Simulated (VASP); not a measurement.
# Be3S5 (I-4m2) in VASP: a series of runs

Be3S5 is run at these levels: PBE; tasks: single point.

All numbers are computed with VASP 6.6.1; they aren't measurements. Logs are shortened: lines on timing, memory, paths and dates and some standing lists are left out, and cuts for length are marked.

**1. The cell of the first run**

It takes space group I-4m2 (No. 119, tetragonal). The conventional cell has a = 3.580 Å, b = 3.580 Å, c = 21.698 Å, α = 90.00°, β = 90.00°, γ = 90.00°. Be (site symmetry 2mm) has 4 S at 2.08 to 2.17 Å within 2.8 Å. Be (site symmetry -4m2) has 4 S at 2.09 Å within 2.8 Å. Within 2.7 Å of S (site symmetry 2mm) lie 1 S at 2.05 Å and 2 Be at 2.09 Å. S (site symmetry 2mm) has 1 S at 2.05 Å and 2 Be at 2.08 Å within 2.7 Å. S (site symmetry -4m2) has 4 Be at 2.17 Å within 2.9 Å.

**2. Single point, PBE**

Input file INCAR:

```
SYSTEM = Be3S5
PREC = Accurate
ENCUT = 520
EDIFF = 1E-7
ISMEAR = 0
SIGMA = 0.1
LREAL = .False.
LASPH = .True.
NELM = 60
ALGO = Normal
ISIF = 2
LWAVE = .False.
LCHARG = .True.
GGA = PE
LELF = .True.
LVHAR = .True.
NBANDS = 28
```

Input file KPOINTS:

```
Automatic mesh
0
Gamma
  4 4 4
  0 0 0
```

Input file POSCAR:

```
Be3S5
1.0
    0.0000000000     -3.5802012458      0.0000000000
    3.5802012458      0.0000000000      0.0000000000
   -1.7901006229      1.7901006229     10.8488239261
Be S
3 5
Direct
    0.3064132634      0.3064132634      0.6128265267
    0.6935867366      0.6935867366      0.3871734733
    0.0000000000      0.0000000000      0.0000000000
    0.4498488625      0.9498488625      0.8996977251
    0.3551485537      0.8551485537      0.7102971074
    0.7500000000      0.2500000000      0.5000000000
    0.0501511375      0.5501511375      0.1003022749
    0.1448514463      0.6448514463      0.2897028926
```

Potentials or basis: VASP PAW PBE potentials, release 64 (Be, S).

The run is started by

```console
$ cat potpaw_PBE.64/Be/POTCAR potpaw_PBE.64/S/POTCAR > POTCAR
$ mpirun -np 1 vasp_std > vasp.out
```

OUTCAR:

```text
SYSTEM = Be3S5
   PREC = Accurate
   ENCUT = 520
   EDIFF = 1E-7
   ISMEAR = 0
   LREAL = .False.
   LASPH = .True.
   NELM = 60
   ISIF = 2
   GGA = PE

 ion  position               nearest neighbor table
   1  0.306  0.306  0.613-   5 2.08   5 2.08   6 2.17   6 2.17
   2  0.694  0.694  0.387-   8 2.08   8 2.08   6 2.17   6 2.17
   3  0.000  0.000  0.000-   4 2.09   7 2.09   7 2.09   4 2.09
   4  0.450  0.950  0.900-   5 2.05   3 2.09   3 2.09
   5  0.355  0.855  0.710-   4 2.05   1 2.08   1 2.08
   6  0.750  0.250  0.500-   1 2.17   2 2.17   1 2.17   2 2.17
   7  0.050  0.550  0.100-   8 2.05   3 2.09   3 2.09
   8  0.145  0.645  0.290-   7 2.05   2 2.08   2 2.08

  LATTYP: Found a body centered tetragonal cell.
 ALAT       =     3.5802012458
 C/A-ratio  =     6.0604548076

  Lattice vectors:

 A1 = (  -1.7901006229,  -1.7901006229, -10.8488239261)
 A2 = (   1.7901006229,   1.7901006229, -10.8488239261)
 A3 = (   1.7901006229,  -1.7901006229,  10.8488239261)

Analysis of symmetry for initial positions (statically):
=====================================================================
 Subroutine PRICEL returns:
 Original cell was already a primitive cell.

 Routine SETGRP: Setting up the symmetry group for a
 body centered tetragonal supercell.

 Subroutine GETGRP returns: Found  8 space group operations
 (whereof  8 operations were pure point group operations)
 out of a pool of 16 trial point group operations.

The static configuration has the point symmetry D_2d.

Analysis of symmetry for dynamics (positions and initial velocities):
=====================================================================
 Subroutine PRICEL returns:
 Original cell was already a primitive cell.

 Routine SETGRP: Setting up the symmetry group for a
 body centered tetragonal supercell.

 Subroutine GETGRP returns: Found  8 space group operations
 (whereof  8 operations were pure point group operations)
 out of a pool of 16 trial point group operations.

The dynamic configuration has the point symmetry D_2d.

 Subroutine INISYM returns: Found  8 space group operations
 (whereof  8 operations are pure point group operations),
 and found     1 'primitive' translations

----------------------------------------------------------------------------------------

                                     Primitive cell

  volume of cell :     139.0585

  direct lattice vectors                    reciprocal lattice vectors
     0.000000000 -3.580201246  0.000000000     0.000000000 -0.279313908  0.046087945
     3.580201246  0.000000000  0.000000000     0.279313908  0.000000000  0.046087945
    -1.790100623  1.790100623 10.848823926     0.000000000  0.000000000  0.092175890

  length of vectors
     3.580201246  3.580201246 11.140282809     0.283090723  0.283090723  0.092175890

  position of ions in fractional coordinates (direct lattice)
     0.306413263  0.306413263  0.612826527
     0.693586737  0.693586737  0.387173473
     0.000000000  0.000000000  0.000000000
     0.449848862  0.949848862  0.899697725
     0.355148554  0.855148554  0.710297107
     0.750000000  0.250000000  0.500000000
     0.050151138  0.550151138  0.100302275
     0.144851446  0.644851446  0.289702893

  ion indices of the primitive-cell ions
   primitive index   ion index
                 1           1
                 2           2
                 3           3
                 4           4
                 5           5
                 6           6
                 7           7
                 8           8

----------------------------------------------------------------------------------------

 KPOINTS: Automatic mesh

Automatic generation of k-mesh.
 Grid dimensions read from file:
 generate k-points for:    4    4    4

 Generating k-lattice:

  Cartesian coordinates                     Fractional coordinates (reciprocal lattice)
     0.000000000 -0.069828477  0.011521986     0.250000000  0.000000000  0.000000000
     0.069828477  0.000000000  0.011521986     0.000000000  0.250000000  0.000000000
     0.000000000  0.000000000  0.023043972     0.000000000  0.000000000  0.250000000

  Length of vectors
     0.070772681  0.070772681  0.023043972

  Shift w.r.t. Gamma in fractional coordinates (k-lattice)
     0.000000000  0.000000000  0.000000000

 Subroutine IBZKPT returns following result:
 ===========================================

 Found     13 irreducible k-points:

 Following reciprocal coordinates:
            Coordinates               Weight
  0.000000  0.000000  0.000000      1.000000
  0.250000  0.000000  0.000000      8.000000
  0.500000  0.000000  0.000000      4.000000
  0.250000  0.250000  0.000000      8.000000
  0.500000  0.250000 -0.000000     16.000000
 -0.250000  0.250000  0.000000      4.000000
  0.500000  0.500000  0.000000      2.000000
  0.000000  0.000000  0.250000      2.000000
  0.250000  0.000000  0.250000      8.000000
  0.500000  0.000000  0.250000      4.000000
  0.250000  0.250000  0.250000      4.000000
  0.500000  0.500000  0.250000      2.000000
  0.000000  0.000000  0.500000      1.000000
   k-points           NKPTS =     13   k-points in BZ     NKDIM =     13   number of bands    NBANDS=     28
   number of dos      NEDOS =    301   number of ions     NIONS =      8
   total plane-waves  NPLWV =  65856
   dimension x,y,z NGX =    28 NGY =   28 NGZ =   84
   dimension x,y,z NGXF=    56 NGYF=   56 NGZF=  168
   ions per type =               3   5
   NGX,Y,Z   is equivalent  to a cutoff of  13.00, 13.00, 12.54 a.u.
   NGXF,Y,Z  is equivalent  to a cutoff of  26.00, 26.00, 25.07 a.u.
 SYSTEM =  Be3S5
   PREC   = accura    normal or accurate (medium, high low for compatibility)
   ISTART =      0    job   : 0-new  1-cont  2-samecut
   ICHARG =      2    charge: 1-file 2-atom 10-const
   ISPIN  =      1    spin polarized calculation?
   LNONCOLLINEAR =      F non collinear calculations
   LSORBIT =      F    spin-orbit coupling
   LASPH  =      T    aspherical Exc in radial PAW
   ENCUT  =  520.0 eV  38.22 Ry    6.18 a.u.   6.66  6.66 20.71*2*pi/ulx,y,z
   NELM   =     60;   NELMIN=  2; NELMDL= -5     # of ELM steps
   EDIFF  = 0.1E-06   stopping-criterion for ELM
   LREAL  =      F    real-space projection
   EDIFFG = 0.1E-05   stopping-criterion for IOM
   NSW    =      0    number of steps for IOM
   IBRION =     -1    ionic relax: 0-MD 1-quasi-New 2-CG
   NFREE  =      0    steps in history (QN), initial steepest desc. (CG)
   ISIF   =      2    stress and relaxation
   ISYM   =      2    0-nonsym 1-usesym 2-fastsym
   POTIM  = 0.5000    time-step for ionic-motion
   TEBEG  =    0.0;   TEEND  =   0.0 temperature during run
   PSTRESS=    0.0 pullay stress
   NELECT =      36.0000    total number of electrons
   NUPDOWN=      -1.0000    fix difference up-down
   EMIN   =  10.00;   EMAX   =-10.00  energy-range for DOS
   EFERMI =   0.00;   METHOD = LEGACY
   ISMEAR =     0;   SIGMA  =   0.10  broadening in eV -4-tet -1-fermi 0-gaus
   EFERMI_NEDOS =   21; number of points for ismear=-14 and -15
   IALGO  =     38    algorithm
   IMIX   =      4    mixing-type and parameters
     AMIX     =   0.40;   BMIX     =  1.00
     AMIX_MAG =   1.60;   BMIX_MAG =  1.00
  volume/ion in A,a.u.               =      17.38       117.30
  Fermi-wavevector in a.u.,A,eV,Ry     =   1.043382  1.971705 14.811915  1.088645
  Thomas-Fermi vector in A             =   2.178088
   LORBIT       =      0    0 simple, 1 ext, 2 COOP (PROOUT), +10 PAW based schemes
   GGA     = PE    functional components
   LHFCALC =     F    Hartree Fock is set to
   AEXX    =    0.0000 exact exchange contribution
   IVDW    =     0    specifies the selected vdW correction
   LEPSILON=     F    determine dielectric tensor
   LRPA    =     F    only Hartree local field effects (RPA)
 non-spin polarized calculation
 Gauss-broadening in eV      SIGMA  =   0.10
  energy-cutoff  :      520.00
  volume of cell :      139.06
 maximum number of plane-waves:      3763
 NGX is ok and might be reduce to    28

 number of electron      35.9999996 magnetization

 Free energy of the ion-electron system (eV)
  ---------------------------------------------------
  ext. energy  EPLUGINS =         0.00000000
  ---------------------------------------------------
  free energy    TOTEN  =       -35.98912321 eV

  energy without entropy =      -35.98907607  energy(sigma->0) =      -35.98909964

 E-fermi :   4.4483     XC(G=0):  -9.1053

 val. band max:        4.2399023131   @ k =   0.0000   0.0000   0.0000
 cond. band min:       4.6691736428   @ k =   0.5000   0.5000   0.0000
 fundamental gap:      0.4292713296
 Fermi energy:         4.4483278645

 k-point     1 :       0.0000    0.0000    0.0000
  band No.  band energies     occupation
      1     -11.5862      2.00000
      2     -11.1957      2.00000
      3      -9.5904      2.00000
      4      -7.8778      2.00000
      5      -7.3212      2.00000
      6      -2.3063      2.00000
[... 20 lines left out ...]
     27       9.5614      0.00000
     28       9.5614      0.00000

 k-point     2 :       0.2500    0.0000    0.0000
  band No.  band energies     occupation
      1     -11.3563      2.00000
      2     -11.0756      2.00000
      3      -9.2474      2.00000
      4      -7.8185      2.00000
      5      -7.2170      2.00000
      6      -2.5524      2.00000
[... 20 lines left out ...]
     27      10.4572      0.00000
     28      10.8141      0.00000

 k-point     3 :       0.5000    0.0000    0.0000
  band No.  band energies     occupation
      1     -11.0254      2.00000
      2     -11.0137      2.00000
      3      -8.8261      2.00000
      4      -7.5302      2.00000
      5      -7.4480      2.00000
      6      -2.8551      2.00000
[... 275 lines left out ...]
      3      -8.3300      2.00000
      4      -7.1031      2.00000
      5      -7.0561      2.00000
      6      -2.1351      2.00000
[... 20 lines left out ...]
     27      11.0207      0.00000
     28      11.3615      0.00000

 k-point    13 :       0.0000    0.0000    0.5000
  band No.  band energies     occupation
      1     -11.5398      2.00000
      2     -11.2777      2.00000
      3      -9.4124      2.00000
      4      -8.3243      2.00000
      5      -6.9444      2.00000
      6      -2.7852      2.00000
[... 20 lines left out ...]
     27      10.2815      0.00000
     28      10.2816      0.00000

------------------------ aborting loop because EDIFF is reached ----------------------------------------

  FORCE on cell =-STRESS in cart. coord.  units (eV):
  Direction    XX          YY          ZZ          XY          YZ          ZX
  --------------------------------------------------------------------------------------
  -------------------------------------------------------------------------------------
  Total        0.2318946      0.2318946     -0.6186687      0.0000000      0.0000000      0.0000000
  in kB        2.6717989      2.6717989     -7.1280569      0.0000000      0.0000000      0.0000000
  external PRESSURE =      -0.5948197 kB  Pullay stress =       0.0000000 kB

 VOLUME and BASIS-vectors are now :
 -----------------------------------------------------------------------------
  energy-cutoff  :      520.00
  volume of cell :      139.06
      direct lattice vectors                 reciprocal lattice vectors
     0.000000000 -3.580201246  0.000000000     0.000000000 -0.279313908  0.046087945
     3.580201246  0.000000000  0.000000000     0.279313908  0.000000000  0.046087945
    -1.790100623  1.790100623 10.848823926     0.000000000  0.000000000  0.092175890

 POSITION                                       TOTAL-FORCE (eV/Angst)
 -----------------------------------------------------------------------------------
      0.00000     -0.00000      6.64845         0.000000      0.000000     -0.009597
      1.79010     -1.79010      4.20038         0.000000      0.000000      0.009597
      0.00000      0.00000      0.00000         0.000000      0.000000      0.000000
      1.79010      0.00000      9.76066         0.000000     -0.000000     -0.127114
      1.79010      0.00000      7.70589        -0.000000     -0.000000      0.127261
      0.00000     -1.79010      5.42441         0.000000      0.000000      0.000000
      1.79010     -0.00000      1.08816        -0.000000      0.000000      0.127114
      1.79010     -0.00000      3.14294        -0.000000     -0.000000     -0.127261
 -----------------------------------------------------------------------------------
    total drift:                                0.000000      0.000000      0.000000

  FREE ENERGIE OF THE ION-ELECTRON SYSTEM (eV)
  ---------------------------------------------------
  free  energy   TOTEN  =       -35.9891232105 eV

  energy  without entropy=      -35.9890760672  energy(sigma->0) =      -35.98909964
```

Run time: 27 s. Hardware: 1 thread of Intel Xeon 6975P-C (Granite Rapids), shared host; peak memory 0.24 GiB.

Results:

- Free energy: -35.9891 eV
- Pressure: -0.1 GPa
- Largest force: 0.127 eV/Å
- Band gap on the k mesh: 0.43 eV (least direct gap 0.68 eV)

Forces on the atoms (eV/Å):
```
Be   0.000  0.000 -0.010
Be   0.000  0.000  0.010
Be   0.000  0.000  0.000
S    0.000  0.000 -0.127
S    0.000  0.000  0.127
S    0.000  0.000  0.000
S    0.000  0.000  0.127
S    0.000  0.000 -0.127
```

Caveat: the k points lie up to 0.44 Å⁻¹ apart.

**3. Single point, PBE**

This run uses another cell than the first one, of the same volume but with other edges.

Input file INCAR:

```
ALGO = Normal
EDIFF = 1E-6
ENCUT = 520
GGA = PE
ISIF = 2
ISMEAR = 0
LASPH = True
LCHARG = True
LELF = True
LREAL = False
LVHAR = True
LWAVE = False
NBANDS = 28
NELM = 100
PREC = Accurate
SIGMA = 0.2
```

Input file KPOINTS:

```
k-points
0
Gamma
  7 7 7
```

Input file POSCAR:

```
Be3S5
1.0
   -1.7845380958      1.7845380958     10.9325527778
    1.7845380958     -1.7845380958     10.9325527778
    1.7845380958      1.7845380958    -10.9325527778
Be S
3 5
Direct
    0.8057948673      0.8057948673      0.0000000000
    0.1942051327      0.1942051327      0.0000000000
    0.0000000000      0.0000000000      0.0000000000
    0.4502164331      0.9502164331      0.5000000000
    0.3543447206      0.8543447206      0.5000000000
    0.7500000000      0.2500000000      0.5000000000
    0.0497835669      0.5497835669      0.5000000000
    0.1456552794      0.6456552794      0.5000000000
```

Potentials or basis: VASP PAW PBE potentials, release 64 (Be, S).

The run is started by

```console
$ cat potpaw_PBE.64/Be/POTCAR potpaw_PBE.64/S/POTCAR > POTCAR
$ mpirun -np 1 vasp_std > vasp.out
```

Run time: 13 min. Hardware: 1 thread of Intel Xeon 6975P-C (Granite Rapids), shared host; peak memory 1 GiB.

The run converged. Its results:

```
Free energy   : -35.6720 eV
Pressure      : -0.2 GPa
Largest force : 0.112 eV/Å
```

Forces on the atoms (eV/Å):
```
Be   0.000  0.000  0.005
Be   0.000  0.000 -0.005
Be   0.000  0.000  0.000
S    0.000  0.000 -0.112
S    0.000  0.000  0.109
S    0.000  0.000  0.000
S    0.000  0.000  0.112
S    0.000  0.000 -0.109
```

Stress tensor (GPa, compression positive):
```
 0.02  0.00  0.00
 0.00  0.02  0.00
 0.00  0.00 -0.56
```

Levels at points of the mesh, in eV from the Fermi level:
| k point | band 14 | band 15 | band 16 | band 17 | band 18 | band 19 | band 20 | band 21 | band 22 | band 23 |
| --- | --- | --- | --- | --- | --- | --- | --- | --- | --- | --- |
| (0.00, 0.00, 0.00) | -2.73 | -2.31 | -2.31 | -0.11 | -0.11 | 0.09 | 0.92 | 2.14 | 2.37 | 3.39 |

**4. Single point, PBE**

This run uses another cell than the first one, of the same volume but with other edges.

Input file INCAR:

```
PREC     = Accurate       # precision mode
ENCUT    = 520            # plane-wave cutoff, eV
EDIFF    = 1E-7           # SCF threshold, eV
ISMEAR   = 0              # smearing method
SIGMA    = 0.2            # smearing width, eV
LREAL    = False          # projectors in reciprocal space
LASPH    = True           # aspherical terms in the spheres
NELM     = 80             # most SCF steps
ALGO     = Normal         # electronic algorithm
ISIF     = 2              # what is computed and relaxed
LWAVE    = False          # write WAVECAR
LCHARG   = False          # write CHGCAR
GGA      = PE             # functional
NBANDS   = 28             # bands
```

Input file KPOINTS:

```
Automatic mesh
0
Gamma
  7 7 7
```

Input file POSCAR:

```
Be3S5
1.0
   -1.7897946769      1.7897946769     10.8530608654
    1.7897946769     -1.7897946769     10.8530608654
    1.7897946769      1.7897946769    -10.8530608654
Be S
3 5
Direct
    0.3064121242      0.3064121242      0.0000000000
    0.6935878758      0.6935878758      0.0000000000
    0.0000000000      0.0000000000      0.0000000000
    0.4498402998      0.9498402998      0.5000000000
    0.3551617941      0.8551617941      0.5000000000
    0.7500000000      0.2500000000      0.5000000000
    0.0501597002      0.5501597002      0.5000000000
    0.1448382059      0.6448382059      0.5000000000
```

The run is started by

```console
$ cat potpaw_PBE.64/Be/POTCAR potpaw_PBE.64/S/POTCAR > POTCAR
$ mpirun -np 1 vasp_std > vasp.out
```

Run time: 14 min. Hardware: 1 thread of Intel Xeon 6975P-C (Granite Rapids), shared host; peak memory 1.1 GiB.

It converged, with:

| Quantity | Value |
| --- | --- |
| Free energy | -36.0354 eV |
| Pressure | -0.2 GPa |
| Largest force | 0.123 eV/Å |
| Band gap on the k mesh | 0.58 eV (least direct gap 0.68 eV) |

Forces in eV/Å, atoms in the order of the input:
```
Be   0.000  0.000 -0.003
Be   0.000  0.000  0.003
Be   0.000  0.000  0.000
S    0.000  0.000 -0.123
S    0.000  0.000  0.121
S    0.000  0.000  0.000
S    0.000  0.000  0.123
S    0.000  0.000 -0.121
```

Stress tensor (GPa, compression positive):
```
 0.01  0.00  0.00
 0.00  0.01  0.00
 0.00  0.00 -0.59
```

Levels at points of the mesh, in eV from the valence-band top:
| k point | band 14 | band 15 | band 16 | band 17 | band 18 | band 19 | band 20 | band 21 | band 22 | band 23 |
| --- | --- | --- | --- | --- | --- | --- | --- | --- | --- | --- |
| (0.00, 0.00, 0.00) | -2.54 | -1.45 | -1.45 | 0.00 | 0.00 | 0.68 | 1.46 | 2.71 | 2.89 | 3.84 |

Caveat: an odd mesh through Γ misses points on the zone boundary, where band edges can lie.

**5. Summary**

```csv
cell,k mesh,smearing,gap on the mesh (eV),pressure (GPa),largest force (eV/Å)
"a = 3.580, b = 3.580, c = 11.140 Å, angles 99.2, 99.2, 90.0°, 8 atoms, atomic positions A",4 × 4 × 4,gaussian 0.1 eV,0.43,-0.1,0.13
"a = 11.220 Å, angles 161.7, 161.7, 26.0°, 8 atoms, atomic positions B",7 × 7 × 7,gaussian 0.2 eV,-,-0.2,0.11
"a = 11.144 Å, angles 161.5, 161.5, 26.3°, 8 atoms, atomic positions A",7 × 7 × 7,gaussian 0.2 eV,0.58,-0.2,0.12
```

Alike in all rows: task single point; level PBE; potentials or basis VASP PAW PBE potentials, release 64 (Be, S); no spin polarisation; cutoff (eV) 520.

Caveats: some runs use coarse meshes; an odd mesh through Γ misses points on the zone boundary, where band edges can lie (at least some runs).

Absolute energies hang on the potentials; compare differences alone.
